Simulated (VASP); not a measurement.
# Mo (R-3m) in VASP: further runs, part 2 of 2

VASP 6.6.1.

## (3) Single point, LDA (14.26 Å³/atom)

Contents of INCAR:

```
ALGO = Fast
EDIFF = 1E-6
ENCUT = 520
GGA = CA
ISIF = 2
ISMEAR = 0
LASPH = T
LCHARG = F
LREAL = F
LWAVE = F
NBANDS = 13
NELM = 100
PREC = Accurate
SIGMA = 0.15
```

Contents of KPOINTS:

```
k-points
0
Gamma
  22 22 22
```

Contents of POSCAR:

```
Mo
1.0
   -2.1411636216      1.5842189301      1.5842189301
    1.5842189301     -2.1411636216      1.5842189301
    1.5842189301      1.5842189301     -2.1411636216
Mo
1
Direct
    0.0000000000      0.0000000000      0.0000000000
```

Potentials or basis: VASP PAW LDA potentials, release 64 (Mo_sv).

The run is started by

```
$ cat potpaw_LDA.64/Mo_sv/POTCAR > POTCAR
$ mpirun -np 1 vasp_std > vasp.out
```

OUTCAR:

```text
EDIFF = 1E-6
   ENCUT = 520
   GGA = CA
   ISIF = 2
   ISMEAR = 0
   LASPH = T
   LREAL = F
   NELM = 100
   PREC = Accurate

 ion  position               nearest neighbor table
   1  0.000  0.000  0.000-

  LATTYP: Found a trigonal (rhomboedric) cell.
 ALAT       =     3.0990451580
 COS(alpha) =    -0.4450602107

  Lattice vectors:

 A1 = (  -2.1411636216,   1.5842189301,   1.5842189301)
 A2 = (   1.5842189301,  -2.1411636216,   1.5842189301)
 A3 = (   1.5842189301,   1.5842189301,  -2.1411636216)

Analysis of symmetry for initial positions (statically):
=====================================================================
 Subroutine PRICEL returns:
 Original cell was already a primitive cell.

 Routine SETGRP: Setting up the symmetry group for a
 trigonal (rhombohedral) supercell.

 Subroutine GETGRP returns: Found 12 space group operations
 (whereof 12 operations were pure point group operations)
 out of a pool of 12 trial point group operations.

The static configuration has the point symmetry D_3d.

Analysis of symmetry for dynamics (positions and initial velocities):
=====================================================================
 Subroutine PRICEL returns:
 Original cell was already a primitive cell.

 Routine SETGRP: Setting up the symmetry group for a
 trigonal (rhombohedral) supercell.

 Subroutine GETGRP returns: Found 12 space group operations
 (whereof 12 operations were pure point group operations)
 out of a pool of 12 trial point group operations.

The dynamic configuration has the point symmetry D_3d.

 Subroutine INISYM returns: Found 12 space group operations
 (whereof 12 operations are pure point group operations),
 and found     1 'primitive' translations

----------------------------------------------------------------------------------------

                                     Primitive cell

  volume of cell :      14.2570

  direct lattice vectors                    reciprocal lattice vectors
    -2.141163622  1.584218930  1.584218930     0.145530759  0.413959568  0.413959568
     1.584218930 -2.141163622  1.584218930     0.413959568  0.145530759  0.413959568
     1.584218930  1.584218930 -2.141163622     0.413959568  0.413959568  0.145530759

  length of vectors
     3.099045158  3.099045158  3.099045158     0.603244768  0.603244768  0.603244768

  position of ions in fractional coordinates (direct lattice)
     0.000000000  0.000000000  0.000000000

  ion indices of the primitive-cell ions
   primitive index   ion index
                 1           1

----------------------------------------------------------------------------------------

 KPOINTS: k-points

Automatic generation of k-mesh.
 Grid dimensions read from file:
 generate k-points for:   22   22   22

 Generating k-lattice:

  Cartesian coordinates                     Fractional coordinates (reciprocal lattice)
     0.006615035  0.018816344  0.018816344     0.045454545 -0.000000000 -0.000000000
     0.018816344  0.006615035  0.018816344    -0.000000000  0.045454545 -0.000000000
     0.018816344  0.018816344  0.006615035    -0.000000000 -0.000000000  0.045454545

  Length of vectors
     0.027420217  0.027420217  0.027420217

  Shift w.r.t. Gamma in fractional coordinates (k-lattice)
     0.000000000  0.000000000  0.000000000

 Subroutine IBZKPT returns following result:
 ===========================================

 Found   1024 irreducible k-points:

 Following reciprocal coordinates:
            Coordinates               Weight
  0.000000  0.000000  0.000000      1.000000
  0.045455  0.000000  0.000000      6.000000
  0.090909  0.000000  0.000000      6.000000
  0.136364 -0.000000 -0.000000      6.000000
  0.181818  0.000000  0.000000      6.000000
  0.227273  0.000000  0.000000      6.000000
[... 16 lines left out ...]
  0.500000  0.045455  0.000000     12.000000
 -0.454545  0.045455  0.000000     12.000000
 [... further k-points ...]
   k-points           NKPTS =   1024   k-points in BZ     NKDIM =   1024   number of bands    NBANDS=     13
   number of dos      NEDOS =    301   number of ions     NIONS =      1
   total plane-waves  NPLWV =  13824
   dimension x,y,z NGX =    24 NGY =   24 NGZ =   24
   dimension x,y,z NGXF=    48 NGYF=   48 NGZF=   48
   ions per type =               1
   NGX,Y,Z   is equivalent  to a cutoff of  12.87, 12.87, 12.87 a.u.
   NGXF,Y,Z  is equivalent  to a cutoff of  25.75, 25.75, 25.75 a.u.
 SYSTEM =  unknown system
   PREC   = accura    normal or accurate (medium, high low for compatibility)
   ISTART =      0    job   : 0-new  1-cont  2-samecut
   ICHARG =      2    charge: 1-file 2-atom 10-const
   ISPIN  =      1    spin polarized calculation?
   LNONCOLLINEAR =      F non collinear calculations
   LSORBIT =      F    spin-orbit coupling
   LASPH  =      T    aspherical Exc in radial PAW
   ENCUT  =  520.0 eV  38.22 Ry    6.18 a.u.   5.76  5.76  5.76*2*pi/ulx,y,z
   NELM   =    100;   NELMIN=  2; NELMDL= -5     # of ELM steps
   EDIFF  = 0.1E-05   stopping-criterion for ELM
   LREAL  =      F    real-space projection
   EDIFFG = 0.1E-04   stopping-criterion for IOM
   NSW    =      0    number of steps for IOM
   IBRION =     -1    ionic relax: 0-MD 1-quasi-New 2-CG
   NFREE  =      0    steps in history (QN), initial steepest desc. (CG)
   ISIF   =      2    stress and relaxation
   ISYM   =      2    0-nonsym 1-usesym 2-fastsym
   POTIM  = 0.5000    time-step for ionic-motion
   TEBEG  =    0.0;   TEEND  =   0.0 temperature during run
   PSTRESS=    0.0 pullay stress
   NELECT =      14.0000    total number of electrons
   NUPDOWN=      -1.0000    fix difference up-down
   EMIN   =  10.00;   EMAX   =-10.00  energy-range for DOS
   EFERMI =   0.00;   METHOD = LEGACY
   ISMEAR =     0;   SIGMA  =   0.15  broadening in eV -4-tet -1-fermi 0-gaus
   EFERMI_NEDOS =   21; number of points for ismear=-14 and -15
   IALGO  =     68    algorithm
   IMIX   =      4    mixing-type and parameters
     AMIX     =   0.40;   BMIX     =  1.00
     AMIX_MAG =   1.60;   BMIX_MAG =  1.00
  volume/ion in A,a.u.               =      14.26        96.21
  Fermi-wavevector in a.u.,A,eV,Ry     =   1.627202  3.074966 36.025319  2.647786
  Thomas-Fermi vector in A             =   2.720036
   LORBIT       =      0    0 simple, 1 ext, 2 COOP (PROOUT), +10 PAW based schemes
   GGA     = CA    functional components
   LHFCALC =     F    Hartree Fock is set to
   AEXX    =    0.0000 exact exchange contribution
   IVDW    =     0    specifies the selected vdW correction
   LEPSILON=     F    determine dielectric tensor
   LRPA    =     F    only Hartree local field effects (RPA)
 non-spin polarized calculation
 RMM-DIIS sequential band-by-band and
 Gauss-broadening in eV      SIGMA  =   0.15
  energy-cutoff  :      520.00
  volume of cell :       14.26
 maximum number of plane-waves:       397
   NGX = 11   NGY = 11   NGZ = 11

 number of electron      13.9999998 magnetization

 Free energy of the ion-electron system (eV)
  ---------------------------------------------------
  ext. energy  EPLUGINS =         0.00000000
  ---------------------------------------------------
  free energy    TOTEN  =        -5.26438696 eV

  energy without entropy =       -5.25392816  energy(sigma->0) =       -5.25915756

 E-fermi :  13.8572     XC(G=0): -13.6740

 val. band max:       13.8565782813   @ k =   0.4091   0.2727   0.0909
 cond. band min:      13.8616130886   @ k =  -0.2273   0.3182   0.0455
 fundamental gap:      0.0050348073
 Fermi energy:        13.8572342224

 k-point     1 :       0.0000    0.0000    0.0000
  band No.  band energies     occupation
      1     -50.5096      2.00000
      2     -22.8572      2.00000
      3     -22.8572      2.00000
      4     -13.8355      2.00000
      5       4.0016      2.00000
      6       9.9149      2.00000
      7      10.0883      2.00000
      8      10.0883      2.00000
      9      22.9311      0.00000
     10      24.4180      0.00000
     11      24.4180      0.00000
     12      33.2726      0.00000
     13      33.2726      0.00000
[... 353 lines left out ...]
 k-point    24 :      -0.4545    0.0455    0.0000
  band No.  band energies     occupation
      1     -45.6926      2.00000
      2     -29.8227      2.00000
      3     -20.1576      2.00000
      4     -19.9969      2.00000
      5       6.0137      2.00000
      6       6.9724      2.00000
      7      14.4228      0.00000
      8      14.9222      0.00000
      9      17.2220      0.00000
     10      22.9380      0.00000
     11      26.8842      0.00000
     12      31.1151      0.00000
     13      34.3785      0.00000

 [... further k-points ...]

------------------------ aborting loop because EDIFF is reached ----------------------------------------

  FORCE on cell =-STRESS in cart. coord.  units (eV):
  Direction    XX          YY          ZZ          XY          YZ          ZX
  --------------------------------------------------------------------------------------
  -------------------------------------------------------------------------------------
  Total       16.9854288     16.9854288     16.9854288     17.3466688     17.3466688     17.3466688
  in kB     1908.7935055   1908.7935055   1908.7935055   1949.3890332   1949.3890332   1949.3890332
  external PRESSURE =    1908.7935055 kB  Pullay stress =       0.0000000 kB

 VOLUME and BASIS-vectors are now :
 -----------------------------------------------------------------------------
  energy-cutoff  :      520.00
  volume of cell :       14.26
      direct lattice vectors                 reciprocal lattice vectors
    -2.141163622  1.584218930  1.584218930     0.145530759  0.413959568  0.413959568
     1.584218930 -2.141163622  1.584218930     0.413959568  0.145530759  0.413959568
     1.584218930  1.584218930 -2.141163622     0.413959568  0.413959568  0.145530759

 POSITION                                       TOTAL-FORCE (eV/Angst)
 -----------------------------------------------------------------------------------
      0.00000      0.00000      0.00000         0.000000      0.000000     -0.000000
 -----------------------------------------------------------------------------------
    total drift:                               -0.000000      0.000000     -0.000000

  FREE ENERGIE OF THE ION-ELECTRON SYSTEM (eV)
  ---------------------------------------------------
  free  energy   TOTEN  =        -5.2643869556 eV

  energy  without entropy=       -5.2539281556  energy(sigma->0) =       -5.25915756
```

stdout:

```text
POSCAR found type information on POSCAR Mo
 POSCAR found :  1 types and       1 ions
 scaLAPACK will be used
 LDA part: xc-table for (Slater(with rela. corr.)+CA(PZ))
 , standard interpolation
 POSCAR, INCAR and KPOINTS ok, starting setup
 FFT: planning ... GRIDC
 FFT: planning ... GRID_SOFT
 FFT: planning ... GRID
 WAVECAR not read
 entering main loop
```

It took 1.8 min on 1 thread of Intel Xeon Platinum 8259CL at 2.50GHz (Skylake/Cascade Lake), shared host; peak memory 0.28 GiB.

Results:

| Item | Value |
| --- | --- |
| Free energy | -5.2644 eV |
| Pressure | 190.9 GPa |
| Band gap on the k mesh | zero (bands 7 and 8 overlap by 6.56 eV) |

Caveat: atoms lie so close that the PAW spheres overlap strongly, which falsifies energies and pressures; the cell stands under pressure.

## (4) Single point, LDA (14.26 Å³/atom)

Contents of INCAR:

```
  ALGO = Fast
  EDIFF = 1E-6
  ENCUT = 520
  ISIF = 2
  ISMEAR = 0
  LASPH = T
  LCHARG = F
  LREAL = F
  LWAVE = F
  NBANDS = 13
  NELM = 100
  PREC = Accurate
  SIGMA = 0.15
```

KPOINTS is that of step 3.

Contents of POSCAR:

```
Mo
1.0
   -0.9131216216      1.5922422569      1.5922422569
    1.5922422569     -0.9131216216      1.5922422569
    1.5922422569      1.5922422569     -0.9131216216
Mo
1
Direct
    0.0000000000      0.0000000000      0.0000000000
```

The run is started by

```
$ cat potpaw_LDA.64/Mo_sv/POTCAR > POTCAR
$ mpirun -np 1 vasp_std > vasp.out
```

Wall time 94 s (1 thread of Intel Xeon Platinum 8259CL at 2.50GHz (Skylake/Cascade Lake), shared host); peak memory 0.27 GiB.

Results (log left out):

```
Free energy            : -10.7231 eV
Pressure               : 46.7 GPa
Band gap on the k mesh : zero (bands 7 and 8 overlap by 3.07 eV)
```

Stress tensor (GPa, compression positive):
```
46.71 -9.65 -9.65
-9.65 46.71 -9.65
-9.65 -9.65 46.71
```

Levels at points of the mesh, in eV from the Fermi level:
```tsv
k point	band 5	band 6	band 7	band 8	band 9	band 10
(0.00, 0.00, 0.00)	-7.16	-5.38	-5.38	4.63	4.94	4.94
(0.50, 0.00, 0.00)	-4.32	-4.04	0.37	0.67	0.85	5.29
(0.50, 0.50, 0.00)	-7.14	-2.86	1.32	1.82	6.28	7.86
(0.50, 0.50, 0.50)	-5.50	-5.50	-4.28	7.15	8.28	8.28
```

Caveat: the cell stands under pressure.

## (5) Single point, LDA (15.06 Å³/atom)

This run uses another cell than the first one, of 15.06 Å³/atom.

Contents of INCAR:

```
ALGO = Fast ; EDIFF = 1E-7
ENCUT = 520 ; GGA = CA
ISIF = 2 ; ISMEAR = 0
LASPH = T ; LCHARG = F
LREAL = F ; LWAVE = F
NBANDS = 13 ; NELM = 60
PREC = Accurate ; SIGMA = 0.15
```

KPOINTS is that of step 4.

Contents of POSCAR:

```
Mo
1.0
   -0.7120601897      1.6762013889      1.6762013889
    1.6762013889     -0.7120601897      1.6762013889
    1.6762013889      1.6762013889     -0.7120601897
Mo
1
Direct
    0.0000000000      0.0000000000      0.0000000000
```

Potentials or basis: VASP PAW LDA potentials, release 64 (Mo_sv).

The run is started by

```
$ cat potpaw_LDA.64/Mo_sv/POTCAR > POTCAR
$ mpirun -np 1 vasp_std > vasp.out
```

OUTCAR:

```text
EDIFF = 1E-7
   ENCUT = 520
   GGA = CA
   ISIF = 2
   ISMEAR = 0
   LASPH = T
   LREAL = F
   NELM = 60
   PREC = Accurate

 ion  position               nearest neighbor table
   1  0.000  0.000  0.000-

  LATTYP: Found a trigonal (rhomboedric) cell.
 ALAT       =     2.4751428052
 COS(alpha) =     0.0689708858

  Lattice vectors:

 A1 = (  -0.7120601897,   1.6762013889,   1.6762013889)
 A2 = (   1.6762013889,  -0.7120601897,   1.6762013889)
 A3 = (   1.6762013889,   1.6762013889,  -0.7120601897)

Analysis of symmetry for initial positions (statically):
=====================================================================
 Subroutine PRICEL returns:
 Original cell was already a primitive cell.

 Routine SETGRP: Setting up the symmetry group for a
 trigonal (rhombohedral) supercell.

 Subroutine GETGRP returns: Found 12 space group operations
 (whereof 12 operations were pure point group operations)
 out of a pool of 12 trial point group operations.

The static configuration has the point symmetry D_3d.

[... 168 lines left out ...]
      1     -47.9796      2.00000
      2     -21.0439      2.00000
      3     -21.0439      2.00000
      4     -20.8985      2.00000
      5       5.9807      2.00000
      6       7.9814      2.00000
      7       7.9814      2.00000
      8      17.4272      0.00000
      9      17.4272      0.00000
     10      17.6204      0.00000
     11      28.4477      0.00000
     12      30.2091      0.00000
     13      30.2091      0.00000
[... 354 lines left out ...]
  band No.  band energies     occupation
      1     -47.6328      2.00000
      2     -23.2253      2.00000
      3     -20.8635      2.00000
      4     -20.7617      2.00000
      5       8.9947      2.00000
      6       9.0907      2.00000
      7      12.6662      1.99825
      8      13.8548      0.00000
      9      14.3289      0.00000
     10      17.7603      0.00000
     11      23.9483      0.00000
     12      27.7670      0.00000
     13      32.7896      0.00000

 [... further k-points ...]

------------------------ aborting loop because EDIFF is reached ----------------------------------------

  FORCE on cell =-STRESS in cart. coord.  units (eV):
  Direction    XX          YY          ZZ          XY          YZ          ZX
  --------------------------------------------------------------------------------------
  -------------------------------------------------------------------------------------
  Total        2.5036837      2.5036837      2.5036837      0.8246475      0.8246475      0.8246475
  in kB      266.3581458    266.3581458    266.3581458     87.7313619     87.7313619     87.7313619
  external PRESSURE =     266.3581458 kB  Pullay stress =       0.0000000 kB

 VOLUME and BASIS-vectors are now :
 -----------------------------------------------------------------------------
  energy-cutoff  :      520.00
  volume of cell :       15.06
      direct lattice vectors                 reciprocal lattice vectors
    -0.712060190  1.676201389  1.676201389    -0.152896826  0.265817778  0.265817778
     1.676201389 -0.712060190  1.676201389     0.265817778 -0.152896826  0.265817778
     1.676201389  1.676201389 -0.712060190     0.265817778  0.265817778 -0.152896826

 POSITION                                       TOTAL-FORCE (eV/Angst)
 -----------------------------------------------------------------------------------
      0.00000      0.00000      0.00000        -0.000000      0.000000      0.000000
 -----------------------------------------------------------------------------------
    total drift:                                0.000000      0.000000      0.000000

  FREE ENERGIE OF THE ION-ELECTRON SYSTEM (eV)
  ---------------------------------------------------
  free  energy   TOTEN  =       -10.9125315802 eV

  energy  without entropy=      -10.9017813957  energy(sigma->0) =      -10.90715649
```

stdout:

```text
POSCAR found type information on POSCAR Mo
 POSCAR found :  1 types and       1 ions
 scaLAPACK will be used
 LDA part: xc-table for (Slater(with rela. corr.)+CA(PZ))
 , standard interpolation
 POSCAR, INCAR and KPOINTS ok, starting setup
 FFT: planning ... GRIDC
 FFT: planning ... GRID_SOFT
 FFT: planning ... GRID
 WAVECAR not read
 entering main loop
```

Run time: 1.8 min. Hardware: 1 thread of Intel Xeon Platinum 8259CL at 2.50GHz (Skylake/Cascade Lake), shared host; peak memory 0.27 GiB.

What came out:

| Property | Result |
| --- | --- |
| Free energy | -10.9125 eV |
| Pressure | 26.6 GPa |
| Band gap on the k mesh | zero (bands 7 and 8 overlap by 3.01 eV) |

Stress tensor (GPa, compression positive):
```
26.64  8.77  8.77
 8.77 26.64  8.77
 8.77  8.77 26.64
```

Levels at points of the mesh, in eV from the Fermi level:
| k point | band 5 | band 6 | band 7 | band 8 | band 9 | band 10 |
| --- | --- | --- | --- | --- | --- | --- |
| (0.00, 0.00, 0.00) | -7.02 | -5.02 | -5.02 | 4.43 | 4.43 | 4.62 |
| (0.50, 0.00, 0.00) | -4.02 | -3.94 | 0.28 | 0.58 | 0.92 | 4.87 |
| (0.50, 0.50, 0.00) | -6.62 | -2.81 | 1.42 | 1.66 | 5.94 | 7.42 |
| (0.50, 0.50, 0.50) | -5.36 | -4.37 | -4.37 | 7.29 | 7.66 | 7.66 |

Caveat: the cell stands under pressure.

## (6) Single point, LDA (15.06 Å³/atom)

This run uses another cell than the first one, of 15.06 Å³/atom.

Contents of INCAR:

```
PREC = Accurate
ENCUT = 520
EDIFF = 1E-7
ISMEAR = 0
SIGMA = 0.15
LREAL = F
LASPH = T
NELM = 80
ALGO = Fast
ISIF = 2
LWAVE = F
LCHARG = F
GGA = CA
NBANDS = 13
```

Contents of KPOINTS:

```
Automatic mesh
0
Gamma
  22 22 22
```

Contents of POSCAR:

```
Mo
1.0
   -1.1417094669      1.5842184285      1.5842184285
    1.5842184285     -1.1417094669      1.5842184285
    1.5842184285      1.5842184285     -1.1417094669
Mo
1
Direct
    0.0000000000      0.0000000000      0.0000000000
```

Potentials or basis: VASP PAW LDA potentials, release 64 (Mo_sv).

The run is started by

```
$ cat potpaw_LDA.64/Mo_sv/POTCAR > POTCAR
$ mpirun -np 1 vasp_std > vasp.out
```

Wall time 2.2 min (1 thread of Intel Xeon Platinum 8259CL at 2.50GHz (Skylake/Cascade Lake), shared host); peak memory 0.28 GiB.

The run converged. Its results:

```
Free energy            : -11.4042 eV
Pressure               : 17.3 GPa
Band gap on the k mesh : zero (bands 7 and 8 overlap by 2.91 eV)
```

Stress tensor (GPa, compression positive):
```
 17.34 -15.52 -15.52
-15.52  17.34 -15.52
-15.52 -15.52  17.34
```

Levels at points of the mesh, in eV from the Fermi level:
| k point | band 5 | band 6 | band 7 | band 8 | band 9 | band 10 |
| --- | --- | --- | --- | --- | --- | --- |
| (0.00, 0.00, 0.00) | -7.26 | -4.42 | -4.42 | 2.61 | 3.56 | 3.56 |
| (0.50, 0.00, 0.00) | -4.81 | -4.18 | 0.33 | 1.68 | 1.77 | 3.79 |
| (0.50, 0.50, 0.00) | -6.41 | -3.45 | 1.11 | 1.93 | 4.30 | 6.65 |
| (0.50, 0.50, 0.50) | -5.67 | -5.67 | -1.75 | 6.65 | 6.65 | 7.33 |

Caveat: the cell stands under pressure.

## (7) Overview

| cell | further INCAR settings | gap on the mesh (eV) | pressure (GPa) |
| --- | --- | --- | --- |
| a = 2.543 Å, angles 105.4°, 1 atom | ALGO = Fast; EDIFF = 1e-06; NBANDS = 13 | none | 25.8 |
| a = 3.099 Å, angles 116.4°, 1 atom | ALGO = Fast; EDIFF = 1e-06; NBANDS = 13 | none | 190.9 |
| a = 2.430 Å, angles 93.6°, 1 atom | ALGO = Fast; EDIFF = 1e-06; NBANDS = 13 | none | 46.7 |
| a = 2.475 Å, angles 86.0°, 1 atom | ALGO = Fast; EDIFF = 1e-07; NBANDS = 13 | none | 26.6 |
| a = 2.515 Å, angles 100.1°, 1 atom | ALGO = Fast; EDIFF = 1e-07; NBANDS = 13 | none | 17.3 |

Alike in all rows: task single point; level LDA; potentials or basis VASP PAW LDA potentials, release 64 (Mo_sv); no spin polarisation; k mesh 22 × 22 × 22; cutoff (eV) 520; smearing gaussian 0.15 eV.

Caveats: the cell stands under pressure; atoms lie so close that the PAW spheres overlap strongly, which falsifies energies and pressures (at least some runs).

Absolute energies hang on the potentials; compare differences alone.
